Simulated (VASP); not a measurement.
# Si (R-3m) in VASP: a series of runs

Si is run at these levels: PBEsol; tasks: single point.

All numbers are computed with VASP 6.6.1; they aren't measurements. Logs are shortened: lines on timing, memory, paths and dates and some standing lists are left out, and cuts for length are marked.

### Step 1. The cell of the first run

The typed cell holds 2 atoms: a = 3.846 Å, b = 3.846 Å, c = 3.842 Å, α = 120.04°, β = 59.96°, γ = 120.00°.

### Step 2. Single point, PBEsol

INCAR reads:

```
  PREC = Accurate
  ENCUT = 520
  EDIFF = 1E-6
  ISMEAR = 0
  SIGMA = 0.02
  LREAL = False
  LASPH = True
  NELM = 80
  ALGO = Normal
  ISIF = 2
  LWAVE = False
  LCHARG = False
  GGA = PS
  NBANDS = 11
  ISYM = 0
```

KPOINTS reads:

```
regular mesh
0
Gamma
  9 9 11
```

POSCAR reads:

```
Si
1.0
    3.8455650220      0.0000000002      0.0000574519
   -1.9227825108      3.3303570011     -0.0000574519
    1.9228293170     -1.1101460238      3.1348943659
Si
2
Direct
    0.0000390155     -0.0000390155     -0.0001204969
    0.7499609845      0.2500390155      0.7501204969
```

Potentials or basis: VASP PAW PBE potentials, release 64 (Si).

Started as:

```bash
$ cat potpaw_PBE.64/Si/POTCAR > POTCAR
$ mpirun -np 1 vasp_std > vasp.out
```

OUTCAR:

```text
PREC = Accurate
   ENCUT = 520
   EDIFF = 1E-6
   ISMEAR = 0
   LREAL = False
   LASPH = True
   NELM = 80
   ISIF = 2
   GGA = PS
   ISYM = 0

 ion  position               nearest neighbor table
   1  0.000  1.000  1.000-   2 2.35   2 2.35   2 2.35   2 2.35
   2  0.750  0.250  0.750-   1 2.35   1 2.35   1 2.35   1 2.35

IMPORTANT INFORMATION: All symmetrisations will be switched off!
NOSYMM: (Re-)initialisation of all symmetry stuff for point group C_1.

----------------------------------------------------------------------------------------

                                     Primitive cell

  volume of cell :      40.1484

  direct lattice vectors                    reciprocal lattice vectors
     3.845565022  0.000000000  0.000057452     0.260041399  0.150133137 -0.106333892
    -1.922782511  3.330357001 -0.000057452    -0.000001589  0.300269026  0.106333892
     1.922829317 -1.110146024  3.134894366    -0.000004766  0.000002751  0.318993912

  length of vectors
     3.845565022  3.845565022  3.841517859     0.318541026  0.318541026  0.318993912

  position of ions in fractional coordinates (direct lattice)
     0.000039016  0.999960984  0.999879503
     0.749960984  0.250039016  0.750120497

  ion indices of the primitive-cell ions
   primitive index   ion index
                 1           1
                 2           2

----------------------------------------------------------------------------------------

 KPOINTS: regular mesh

Automatic generation of k-mesh.
 Grid dimensions read from file:
 generate k-points for:    9    9   11

 Generating k-lattice:

  Cartesian coordinates                     Fractional coordinates (reciprocal lattice)
     0.028893489  0.016681460 -0.011814877     0.111111111 -0.000000000  0.000000000
    -0.000000177  0.033363225  0.011814877    -0.000000000  0.111111111 -0.000000000
    -0.000000433  0.000000250  0.028999447    -0.000000000  0.000000000  0.090909091

  Length of vectors
     0.035393447  0.035393447  0.028999447

  Shift w.r.t. Gamma in fractional coordinates (k-lattice)
     0.000000000  0.000000000  0.000000000

 Subroutine IBZKPT returns following result:
 ===========================================

 Found    446 irreducible k-points:

 Following reciprocal coordinates:
            Coordinates               Weight
  0.000000  0.000000  0.000000      1.000000
  0.111111 -0.000000 -0.000000      2.000000
  0.000000  0.111111  0.000000      2.000000
  0.222222 -0.000000  0.000000      2.000000
  0.000000  0.222222  0.000000      2.000000
  0.333333 -0.000000 -0.000000      2.000000
[... 16 lines left out ...]
 -0.111111  0.111111  0.000000      2.000000
  0.222222  0.222222  0.000000      2.000000
 [... further k-points ...]
   k-points           NKPTS =    446   k-points in BZ     NKDIM =    446   number of bands    NBANDS=     11
   number of dos      NEDOS =    301   number of ions     NIONS =      2
   total plane-waves  NPLWV =  27000
   dimension x,y,z NGX =    30 NGY =   30 NGZ =   30
   dimension x,y,z NGXF=    60 NGYF=   60 NGZF=   60
   ions per type =               2
   NGX,Y,Z   is equivalent  to a cutoff of  12.97, 12.97, 12.98 a.u.
   NGXF,Y,Z  is equivalent  to a cutoff of  25.94, 25.94, 25.97 a.u.
 SYSTEM =  unknown system
   PREC   = accura    normal or accurate (medium, high low for compatibility)
   ISTART =      0    job   : 0-new  1-cont  2-samecut
   ICHARG =      2    charge: 1-file 2-atom 10-const
   ISPIN  =      1    spin polarized calculation?
   LNONCOLLINEAR =      F non collinear calculations
   LSORBIT =      F    spin-orbit coupling
   LASPH  =      T    aspherical Exc in radial PAW
   ENCUT  =  520.0 eV  38.22 Ry    6.18 a.u.   7.15  7.15  7.14*2*pi/ulx,y,z
   NELM   =     80;   NELMIN=  2; NELMDL= -5     # of ELM steps
   EDIFF  = 0.1E-05   stopping-criterion for ELM
   LREAL  =      F    real-space projection
   EDIFFG = 0.1E-04   stopping-criterion for IOM
   NSW    =      0    number of steps for IOM
   IBRION =     -1    ionic relax: 0-MD 1-quasi-New 2-CG
   NFREE  =      0    steps in history (QN), initial steepest desc. (CG)
   ISIF   =      2    stress and relaxation
   ISYM   =      0    0-nonsym 1-usesym 2-fastsym
   POTIM  = 0.5000    time-step for ionic-motion
   TEBEG  =    0.0;   TEEND  =   0.0 temperature during run
   PSTRESS=    0.0 pullay stress
   NELECT =       8.0000    total number of electrons
   NUPDOWN=      -1.0000    fix difference up-down
   EMIN   =  10.00;   EMAX   =-10.00  energy-range for DOS
   EFERMI =   0.00;   METHOD = LEGACY
   ISMEAR =     0;   SIGMA  =   0.02  broadening in eV -4-tet -1-fermi 0-gaus
   EFERMI_NEDOS =   21; number of points for ismear=-14 and -15
   IALGO  =     38    algorithm
   IMIX   =      4    mixing-type and parameters
     AMIX     =   0.40;   BMIX     =  1.00
     AMIX_MAG =   1.60;   BMIX_MAG =  1.00
  volume/ion in A,a.u.               =      20.07       135.47
  Fermi-wavevector in a.u.,A,eV,Ry     =   0.956200  1.806956 12.440052  0.914318
  Thomas-Fermi vector in A             =   2.085106
   LORBIT       =      0    0 simple, 1 ext, 2 COOP (PROOUT), +10 PAW based schemes
   GGA     = PS    functional components
   LHFCALC =     F    Hartree Fock is set to
   AEXX    =    0.0000 exact exchange contribution
   IVDW    =     0    specifies the selected vdW correction
   LEPSILON=     F    determine dielectric tensor
   LRPA    =     F    only Hartree local field effects (RPA)
 non-spin polarized calculation
 Gauss-broadening in eV      SIGMA  =   0.02
  energy-cutoff  :      520.00
  volume of cell :       40.15
 maximum number of plane-waves:      1094
 NGX is ok and might be reduce to    30
   NGX = 15   NGY = 15   NGZ = 15

 number of electron       8.0000001 magnetization

 Free energy of the ion-electron system (eV)
  ---------------------------------------------------
  ext. energy  EPLUGINS =         0.00000000
  ---------------------------------------------------
  free energy    TOTEN  =       -11.49236069 eV

  energy without entropy =      -11.49236069  energy(sigma->0) =      -11.49236069

 E-fermi :   5.8778     XC(G=0):  -9.5434

 val. band max:        5.7697955235   @ k =   0.0000   0.0000   0.0000
 cond. band min:       6.2336442521   @ k =  -0.4444   0.4444   0.0000
 fundamental gap:      0.4638487286
 Fermi energy:         5.8777857044

 k-point     1 :       0.0000    0.0000    0.0000
  band No.  band energies     occupation
      1      -6.2089      2.00000
      2       5.7597      2.00000
      3       5.7598      2.00000
      4       5.7698      2.00000
      5       8.2723      0.00000
      6       8.2725      0.00000
      7       8.2928      0.00000
      8       9.0573      0.00000
      9      13.4498      0.00000
     10      13.4502      0.00000
     11      13.4626      0.00000

 k-point     2 :       0.1111   -0.0000   -0.0000
  band No.  band energies     occupation
      1      -6.0473      2.00000
      2       4.4033      2.00000
      3       5.5204      2.00000
      4       5.5286      2.00000
      5       8.2482      0.00000
      6       8.6239      0.00000
      7       8.6424      0.00000
      8      10.1677      0.00000
      9      13.0160      0.00000
     10      13.0199      0.00000
     11      14.1242      0.00000

 k-point     3 :       0.0000    0.1111    0.0000
  band No.  band energies     occupation
      1      -6.0473      2.00000
      2       4.4033      2.00000
      3       5.5204      2.00000
      4       5.5286      2.00000
      5       8.2482      0.00000
      6       8.6239      0.00000
      7       8.6424      0.00000
      8      10.1677      0.00000
      9      13.0160      0.00000
     10      13.0199      0.00000
     11      14.1242      0.00000

 k-point     4 :       0.2222   -0.0000    0.0000
  band No.  band energies     occupation
      1      -5.5722      2.00000
      2       2.3194      2.00000
      3       5.0960      2.00000
      4       5.1024      2.00000
      5       7.8258      0.00000
      6       9.1499      0.00000
      7       9.1662      0.00000
      8      12.1221      0.00000
      9      12.7764      0.00000
     10      12.7884      0.00000
     11      14.6394      0.00000

 k-point     5 :       0.0000    0.2222    0.0000
  band No.  band energies     occupation
      1      -5.5722      2.00000
      2       2.3194      2.00000
      3       5.0960      2.00000
      4       5.1024      2.00000
      5       7.8258      0.00000
      6       9.1499      0.00000
      7       9.1662      0.00000
      8      12.1221      0.00000
      9      12.7764      0.00000
     10      12.7884      0.00000
     11      14.6394      0.00000

 k-point     6 :       0.3333   -0.0000   -0.0000
  band No.  band energies     occupation
      1      -4.8299      2.00000
      2       0.4029      2.00000
      3       4.7595      2.00000
      4       4.7641      2.00000
      5       7.4510      0.00000
      6       9.2064      0.00000
      7       9.2201      0.00000
      8      13.4639      0.00000
      9      13.6757      0.00000
     10      13.6959      0.00000
     11      14.7186      0.00000

 k-point     7 :       0.0000    0.3333    0.0000
  band No.  band energies     occupation
      1      -4.8299      2.00000
      2       0.4029      2.00000
      3       4.7595      2.00000
      4       4.7641      2.00000
      5       7.4510      0.00000
      6       9.2064      0.00000
      7       9.2201      0.00000
      8      13.4639      0.00000
      9      13.6757      0.00000
     10      13.6959      0.00000
     11      14.7186      0.00000

 k-point     8 :       0.4444   -0.0000    0.0000
  band No.  band energies     occupation
      1      -4.0338      2.00000
      2      -0.9984      2.00000
      3       4.5849      2.00000
      4       4.5884      2.00000
      5       7.2499      0.00000
      6       9.0586      0.00000
      7       9.0720      0.00000
      8      13.3177      0.00000
      9      15.4561      0.00000
     10      15.4796      0.00000
     11      16.4393      0.00000
[... 141 lines left out ...]
 k-point    19 :      -0.3333    0.1111    0.0000
  band No.  band energies     occupation
      1      -4.9579      2.00000
      2       1.0348      2.00000
      3       4.2309      2.00000
      4       4.3014      2.00000
      5       8.0155      0.00000
      6       9.2051      0.00000
      7      10.1005      0.00000
      8      11.0021      0.00000
      9      14.4154      0.00000
     10      14.5519      0.00000
     11      15.1658      0.00000

 k-point    20 :       0.1111   -0.3333   -0.0000
  band No.  band energies     occupation
      1      -4.9579      2.00000
      2       1.0348      2.00000
      3       4.2309      2.00000
      4       4.3014      2.00000
      5       8.0155      0.00000
      6       9.2051      0.00000
      7      10.1005      0.00000
      8      11.0021      0.00000
      9      14.4154      0.00000
     10      14.5519      0.00000
     11      15.1658      0.00000

 k-point    21 :      -0.2222    0.1111    0.0000
  band No.  band energies     occupation
      1      -5.6201      2.00000
      2       2.9495      2.00000
      3       4.6059      2.00000
      4       4.7391      2.00000
      5       7.8935      0.00000
      6       9.2490      0.00000
      7       9.9449      0.00000
      8      10.5834      0.00000
      9      12.7486      0.00000
     10      13.7272      0.00000
     11      15.3512      0.00000

 k-point    22 :       0.1111   -0.2222   -0.0000
  band No.  band energies     occupation
      1      -5.6201      2.00000
      2       2.9495      2.00000
      3       4.6059      2.00000
      4       4.7391      2.00000
      5       7.8935      0.00000
      6       9.2490      0.00000
      7       9.9449      0.00000
      8      10.5834      0.00000
      9      12.7486      0.00000
     10      13.7272      0.00000
     11      15.3512      0.00000

 k-point    23 :      -0.1111    0.1111    0.0000
  band No.  band energies     occupation
      1      -5.9928      2.00000
      2       4.6472      2.00000
      3       5.0723      2.00000
      4       5.0815      2.00000
      5       7.8059      0.00000
      6       9.2231      0.00000
      7       9.2330      0.00000
      8       9.9946      0.00000
      9      12.3087      0.00000
     10      13.6886      0.00000
     11      14.3584      0.00000

 k-point    24 :       0.2222    0.2222    0.0000
  band No.  band energies     occupation
      1      -4.5615      2.00000
      2       0.8122      2.00000
      3       2.3645      2.00000
      4       4.7083      2.00000
      5       8.4122      0.00000
      6      10.0441      0.00000
      7      10.3487      0.00000
      8      11.5512      0.00000
      9      11.9122      0.00000
     10      16.1026      0.00000
     11      17.4382      0.00000

 [... further k-points ...]

------------------------ aborting loop because EDIFF is reached ----------------------------------------

  FORCE on cell =-STRESS in cart. coord.  units (eV):
  Direction    XX          YY          ZZ          XY          YZ          ZX
  --------------------------------------------------------------------------------------
  -------------------------------------------------------------------------------------
  Total       -0.0186143     -0.0184898      0.0460891      0.0001134      0.0000266     -0.0000499
  in kB       -0.7428295     -0.7378610      1.8392481      0.0045249      0.0010633     -0.0019901
  external PRESSURE =       0.1195192 kB  Pullay stress =       0.0000000 kB

 VOLUME and BASIS-vectors are now :
 -----------------------------------------------------------------------------
  energy-cutoff  :      520.00
  volume of cell :       40.15
      direct lattice vectors                 reciprocal lattice vectors
     3.845565022  0.000000000  0.000057452     0.260041399  0.150133137 -0.106333892
    -1.922782511  3.330357001 -0.000057452    -0.000001589  0.300269026  0.106333892
     1.922829317 -1.110146024  3.134894366    -0.000004766  0.000002751  0.318993912

 POSITION                                       TOTAL-FORCE (eV/Angst)
 -----------------------------------------------------------------------------------
      0.00004      2.22021      3.13446         0.000087     -0.000050     -0.008824
      3.84561     -0.00002      2.35158        -0.000087      0.000050      0.008824
 -----------------------------------------------------------------------------------
    total drift:                               -0.000000      0.000000      0.000000

  FREE ENERGIE OF THE ION-ELECTRON SYSTEM (eV)
  ---------------------------------------------------
  free  energy   TOTEN  =       -11.4923606906 eV

  energy  without entropy=      -11.4923606906  energy(sigma->0) =      -11.49236069
```

Wall time 3.7 min (1 thread of Intel Xeon 8259CL, shared host); peak memory 0.28 GiB.

Results:

```
Free energy            : -11.4924 eV
Pressure               : 0.0 GPa
Largest force          : 0.009 eV/Å
Band gap on the k mesh : 0.46 eV (least direct gap 2.50 eV)
```

Forces on the atoms (eV/Å):
```
Si   0.000  0.000 -0.009
Si   0.000  0.000  0.009
```

Caveat: the PAW data sets were made with another functional, which shifts forces and pressure a little; an odd mesh through Γ misses points on the zone boundary, where band edges can lie.

[end of part 1 of 2]
